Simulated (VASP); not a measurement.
# Li5Mg in VASP: single point with PBEsol

Aim: the single point of Li5Mg with PBEsol.

Program: VASP 6.6.1. These are calculated values, not measurements. Logs are shortened: lines on timing, memory, paths and dates and some standing lists are left out, and cuts for length are marked.

### Step 1. The cell of the first run

The cell holds a slab with vacuum, 12 atoms: a = 3.043 Å, b = 5.959 Å, c = 29.085 Å, α = 90.00°, β = 90.00°, γ = 104.79°.

### Step 2. Single point, PBEsol

File INCAR:

```
SYSTEM = Li5Mg
PREC = Accurate ; ENCUT = 520
EDIFF = 1E-6 ; ISMEAR = 0
SIGMA = 0.1 ; LREAL = .FALSE.
LASPH = .TRUE. ; NELM = 80
ALGO = Normal ; ISIF = 2
LWAVE = .FALSE. ; LCHARG = .TRUE.
LDIPOL = .TRUE. ; IDIPOL = 3
DIPOL = 0.5 0.5 0.499 ; GGA = PS
LELF = .TRUE. ; LVHAR = .TRUE.
LVACPOTAV = .TRUE. ; NBANDS = 29
ISYM = 0
```

File KPOINTS:

```
regular mesh
0
G
  9 5 1
  0 0 0
```

File POSCAR:

```
Li5Mg
1.0
    3.0428243000      0.0000000000      0.0000000000
   -1.5214121500      5.7614295300      0.0000000000
    0.0000000000      0.0000000000     29.0848463722
Li Mg
10 2
Direct
    0.1733053050      0.3466106100      0.2922484063
    0.9056131400      0.8112262800      0.3065798230
    0.5649070600      0.1298141200      0.3727157571
    0.2962613800      0.5925227600      0.3863290643
    0.9572261000      0.9144522000      0.4536108560
    0.3453932512      0.6928448976      0.5336098646
    0.0767100314      0.1548469918      0.5443798073
    0.7324325116      0.4658249559      0.6116088547
    0.4726327338      0.9516859096      0.6233286348
    0.1256585652      0.2511542043      0.6952859506
    0.6878162950      0.3756325900      0.4674801417
    0.8583499509      0.7240715921      0.6994718073
```

Potentials or basis: VASP PAW PBE potentials, release 64 (Li_sv, Mg).

The run is started by

```console
$ cat potpaw_PBE.64/Li_sv/POTCAR potpaw_PBE.64/Mg/POTCAR > POTCAR
$ mpirun -np 1 vasp_std > vasp.out
```

OUTCAR:

```text
SYSTEM = Li5Mg
   PREC = Accurate
   ENCUT = 520
   EDIFF = 1E-6
   ISMEAR = 0
   LREAL = .FALSE.
   LASPH = .TRUE.
   NELM = 80
   ISIF = 2
   GGA = PS
   ISYM = 0

 ion  position               nearest neighbor table
   1  0.173  0.347  0.292-
   2  0.906  0.811  0.307-
   3  0.565  0.130  0.373-  11 3.10
   4  0.296  0.593  0.386-  11 3.07  11 3.07
   5  0.957  0.914  0.454-  11 3.09  11 3.09  11 3.13
   6  0.345  0.693  0.534-  11 3.06  11 3.06
   7  0.077  0.155  0.544-  11 2.99  11 2.99
   8  0.732  0.466  0.612-  12 2.96
   9  0.473  0.952  0.623-  12 2.99  12 2.99
  10  0.126  0.251  0.695-  12 3.04  12 3.12  12 3.13
  11  0.688  0.376  0.467-   7 2.99   7 2.99   6 3.06   6 3.06   4 3.07   4 3.07   5 3.09   5 3.09
                             3 3.10   5 3.13
  12  0.858  0.724  0.699-   8 2.96   9 2.99   9 2.99  10 3.04  10 3.12  10 3.13

IMPORTANT INFORMATION: All symmetrisations will be switched off!
NOSYMM: (Re-)initialisation of all symmetry stuff for point group C_1.

----------------------------------------------------------------------------------------

                                     Primitive cell

  volume of cell :     509.8870

  direct lattice vectors                    reciprocal lattice vectors
     3.042824300  0.000000000  0.000000000     0.328642045  0.086784017  0.000000000
    -1.521412150  5.761429530  0.000000000     0.000000000  0.173568035  0.000000000
     0.000000000  0.000000000 29.084846372     0.000000000  0.000000000  0.034382165

  length of vectors
     3.042824300  5.958923154 29.084846372     0.339907428  0.173568035  0.034382165

  position of ions in fractional coordinates (direct lattice)
     0.173305305  0.346610610  0.292248406
     0.905613140  0.811226280  0.306579823
     0.564907060  0.129814120  0.372715757
     0.296261380  0.592522760  0.386329064
     0.957226100  0.914452200  0.453610856
     0.345393251  0.692844898  0.533609865
     0.076710031  0.154846992  0.544379807
     0.732432512  0.465824956  0.611608855
     0.472632734  0.951685910  0.623328635
     0.125658565  0.251154204  0.695285951
     0.687816295  0.375632590  0.467480142
     0.858349951  0.724071592  0.699471807

  ion indices of the primitive-cell ions
   primitive index   ion index
                 1           1
                 2           2
                 3           3
                 4           4
                 5           5
                 6           6
                 7           7
                 8           8
                 9           9
                10          10
                11          11
                12          12

----------------------------------------------------------------------------------------

 KPOINTS: regular mesh

Automatic generation of k-mesh.
 Grid dimensions read from file:
 generate k-points for:    9    5    1

 Generating k-lattice:

  Cartesian coordinates                     Fractional coordinates (reciprocal lattice)
     0.036515783  0.009642669  0.000000000     0.111111111 -0.000000000  0.000000000
     0.000000000  0.034713607  0.000000000     0.000000000  0.200000000  0.000000000
     0.000000000  0.000000000  0.034382165     0.000000000  0.000000000  1.000000000

  Length of vectors
     0.037767492  0.034713607  0.034382165

  Shift w.r.t. Gamma in fractional coordinates (k-lattice)
     0.000000000  0.000000000  0.000000000

 -----------------------------------------------------------------------------
|                                                                             |
|           W    W    AA    RRRRR   N    N  II  N    N   GGGG   !!!           |
|           W    W   A  A   R    R  NN   N  II  NN   N  G    G  !!!           |
|           W    W  A    A  R    R  N N  N  II  N N  N  G       !!!           |
|           W WW W  AAAAAA  RRRRR   N  N N  II  N  N N  G  GGG   !            |
|           WW  WW  A    A  R   R   N   NN  II  N   NN  G    G                |
|           W    W  A    A  R    R  N    N  II  N    N   GGGG   !!!           |
|                                                                             |
|     Your reciprocal lattice and k-lattice belong to different lattice       |
|     classes:                                                                |
|                                                                             |
|        The reciprocal lattice is base centered orthorhombic,                |
|        whereas your k-lattice is simple monoclinic.                         |
|                                                                             |
|     Results are often still useful ...                                      |
|                                                                             |
 -----------------------------------------------------------------------------

 WARNING: IBZKPT: internal override: KBLOWUP is changed to .FALSE.
      ... skipping the blow-up phase ...

 Subroutine IBZKPT returns following result:
 ===========================================

 Found     23 irreducible k-points:

 Following reciprocal coordinates:
            Coordinates               Weight
  0.000000  0.000000  0.000000      1.000000
  0.111111 -0.000000  0.000000      2.000000
  0.222222 -0.000000  0.000000      2.000000
  0.333333 -0.000000  0.000000      2.000000
  0.444444 -0.000000  0.000000      2.000000
  0.000000  0.200000  0.000000      2.000000
[... 15 lines left out ...]
 -0.222222  0.400000  0.000000      2.000000
 -0.111111  0.400000  0.000000      2.000000
   k-points           NKPTS =     23   k-points in BZ     NKDIM =     23   number of bands    NBANDS=     29
   number of dos      NEDOS =    301   number of ions     NIONS =     12
   total plane-waves  NPLWV = 248832
   dimension x,y,z NGX =    24 NGY =   48 NGZ =  216
   dimension x,y,z NGXF=    48 NGYF=   96 NGZF=  432
   ions per type =              10   2
   NGX,Y,Z   is equivalent  to a cutoff of  13.11, 13.39, 12.35 a.u.
   NGXF,Y,Z  is equivalent  to a cutoff of  26.22, 26.78, 24.69 a.u.
 SYSTEM =  Li5Mg
   PREC   = accura    normal or accurate (medium, high low for compatibility)
   ISTART =      0    job   : 0-new  1-cont  2-samecut
   ICHARG =      2    charge: 1-file 2-atom 10-const
   ISPIN  =      1    spin polarized calculation?
   LNONCOLLINEAR =      F non collinear calculations
   LSORBIT =      F    spin-orbit coupling
   LASPH  =      T    aspherical Exc in radial PAW
   ENCUT  =  520.0 eV  38.22 Ry    6.18 a.u.   5.66 11.08 54.08*2*pi/ulx,y,z
   NELM   =     80;   NELMIN=  2; NELMDL= -5     # of ELM steps
   EDIFF  = 0.1E-05   stopping-criterion for ELM
   LREAL  =      F    real-space projection
   EDIFFG = 0.1E-04   stopping-criterion for IOM
   NSW    =      0    number of steps for IOM
   IBRION =     -1    ionic relax: 0-MD 1-quasi-New 2-CG
   NFREE  =      0    steps in history (QN), initial steepest desc. (CG)
   ISIF   =      2    stress and relaxation
   ISYM   =      0    0-nonsym 1-usesym 2-fastsym
   POTIM  = 0.5000    time-step for ionic-motion
   TEBEG  =    0.0;   TEEND  =   0.0 temperature during run
   PSTRESS=    0.0 pullay stress
   NELECT =      34.0000    total number of electrons
   NUPDOWN=      -1.0000    fix difference up-down
   EMIN   =  10.00;   EMAX   =-10.00  energy-range for DOS
   EFERMI =   0.00;   METHOD = LEGACY
   ISMEAR =     0;   SIGMA  =   0.10  broadening in eV -4-tet -1-fermi 0-gaus
   EFERMI_NEDOS =   21; number of points for ismear=-14 and -15
   IALGO  =     38    algorithm
   IMIX   =      4    mixing-type and parameters
     AMIX     =   0.40;   BMIX     =  1.00
     AMIX_MAG =   1.60;   BMIX_MAG =  1.00
  volume/ion in A,a.u.               =      42.49       286.74
  Fermi-wavevector in a.u.,A,eV,Ry     =   0.663860  1.254513  5.996225  0.440710
  Thomas-Fermi vector in A             =   1.737369
   LORBIT       =      0    0 simple, 1 ext, 2 COOP (PROOUT), +10 PAW based schemes
   GGA     = PS    functional components
   LHFCALC =     F    Hartree Fock is set to
   AEXX    =    0.0000 exact exchange contribution
   IVDW    =     0    specifies the selected vdW correction
   LEPSILON=     F    determine dielectric tensor
   LRPA    =     F    only Hartree local field effects (RPA)
 non-spin polarized calculation
 Gauss-broadening in eV      SIGMA  =   0.10
  energy-cutoff  :      520.00
  volume of cell :      509.89
 maximum number of plane-waves:     13786
   NGX = 11   NGY = 23   NGZ =109

 dipolmoment           0.000000      0.000000     -0.003123 electrons x Angstroem

 number of electron      33.9999997 magnetization

 dipolmoment           0.000000      0.000000      0.032155 electrons x Angstroem

 Free energy of the ion-electron system (eV)
  ---------------------------------------------------
  ext. energy  EPLUGINS =         0.00000000
  ---------------------------------------------------
  free energy    TOTEN  =       -21.95437481 eV

  energy without entropy =      -21.92605788  energy(sigma->0) =      -21.94021634

 E-fermi :  -1.1977     XC(G=0):  -4.1210

 val. band max:       -1.2080824704   @ k =  -0.1111   0.2000   0.0000
 cond. band min:      -1.1694162757   @ k =   0.0000   0.4000   0.0000
 fundamental gap:      0.0386661947
 Fermi energy:        -1.1976820535

 k-point     1 :       0.0000    0.0000    0.0000
  band No.  band energies     occupation
      1     -47.7653      2.00000
      2     -47.4942      2.00000
      3     -47.4131      2.00000
      4     -47.1292      2.00000
      5     -47.0716      2.00000
      6     -47.0305      2.00000
[... 21 lines left out ...]
     28       2.0858      0.00000
     29       2.2971      0.00000
[... 673 lines left out ...]
 k-point    23 :      -0.1111    0.4000    0.0000
  band No.  band energies     occupation
      1     -47.7645      2.00000
      2     -47.4934      2.00000
      3     -47.4123      2.00000
      4     -47.1283      2.00000
      5     -47.0705      2.00000
      6     -47.0300      2.00000
[... 21 lines left out ...]
     28       2.5211      0.00000
     29       2.9147      0.00000

------------------------ aborting loop because EDIFF is reached ----------------------------------------

  FORCE on cell =-STRESS in cart. coord.  units (eV):
  Direction    XX          YY          ZZ          XY          YZ          ZX
  --------------------------------------------------------------------------------------
  -------------------------------------------------------------------------------------
  Total       -0.1368130     -0.5606361     -0.5791529     -0.0063480     -0.0123091     -0.0123528
  in kB       -0.4298967     -1.7616424     -1.8198263     -0.0199467     -0.0386779     -0.0388153
  external PRESSURE =      -1.3371218 kB  Pullay stress =       0.0000000 kB

 VOLUME and BASIS-vectors are now :
 -----------------------------------------------------------------------------
  energy-cutoff  :      520.00
  volume of cell :      509.89
      direct lattice vectors                 reciprocal lattice vectors
     3.042824300  0.000000000  0.000000000     0.328642045  0.086784017  0.000000000
    -1.521412150  5.761429530  0.000000000     0.000000000  0.173568035  0.000000000
     0.000000000  0.000000000 29.084846372     0.000000000  0.000000000  0.034382165

 POSITION                                       TOTAL-FORCE (eV/Angst)
 -----------------------------------------------------------------------------------
      0.00000      1.99697      8.50000         0.000599     -0.067844      0.062528
      1.52141      4.67382      8.91683        -0.000359      0.060874      0.039186
      1.52141      0.74791     10.84038         0.001605     -0.007869      0.024584
     -0.00000      3.41378     11.23632         0.000622      0.027606     -0.060322
      1.52141      5.26855     13.19320         0.000499     -0.052916     -0.017463
     -0.00313      3.99178     15.51996         0.000206      0.001731      0.003229
     -0.00217      0.89214     15.83320        -0.000459     -0.002118     -0.001834
      1.51995      2.68382     17.78855         0.001711      0.000442     -0.006824
     -0.00977      5.48307     18.12942        -0.001534     -0.003968      0.004279
      0.00025      1.44701     20.22229         0.000251     -0.010700     -0.000180
      1.52141      2.16418     13.59659        -0.001488      0.049312     -0.051988
      1.51020      4.17169     20.34403        -0.001653      0.005451      0.004803
 -----------------------------------------------------------------------------------
    total drift:                                0.000618     -0.001178      0.000460

  FREE ENERGIE OF THE ION-ELECTRON SYSTEM (eV)
  ---------------------------------------------------
  free  energy   TOTEN  =       -21.9543748067 eV

  energy  without entropy=      -21.9260578828  energy(sigma->0) =      -21.94021634

 vacuum level on the upper side and lower side of the slab         2.366         2.034
```

Run time: 18 min. Hardware: 1 thread of Intel Xeon Platinum 8375C at 2.90GHz (Ice Lake), shared host; peak memory 0.66 GiB.

Results:

```yaml
Free_energy: -21.9544 eV
Largest_force: 0.092 eV/Å
Band_gap_on_the_k_mesh: zero (bands 17 and 18 overlap by 1.92 eV)
```

Forces on the atoms (eV/Å):
```
Li   0.001 -0.068  0.063
Li   0.000  0.061  0.039
Li   0.002 -0.008  0.025
Li   0.001  0.028 -0.060
Li   0.000 -0.053 -0.017
Li   0.000  0.002  0.003
Li   0.000 -0.002 -0.002
Li   0.002  0.000 -0.007
Li  -0.002 -0.004  0.004
Li   0.000 -0.011  0.000
Mg  -0.001  0.049 -0.052
Mg  -0.002  0.005  0.005
```

Caveat: the cutoff is under 1.25 times the usual one of these potentials, so pressure, stress and relaxed cells hold a basis-set (Pulay) error; the PAW data sets were made with another functional, which shifts forces and pressure a little.
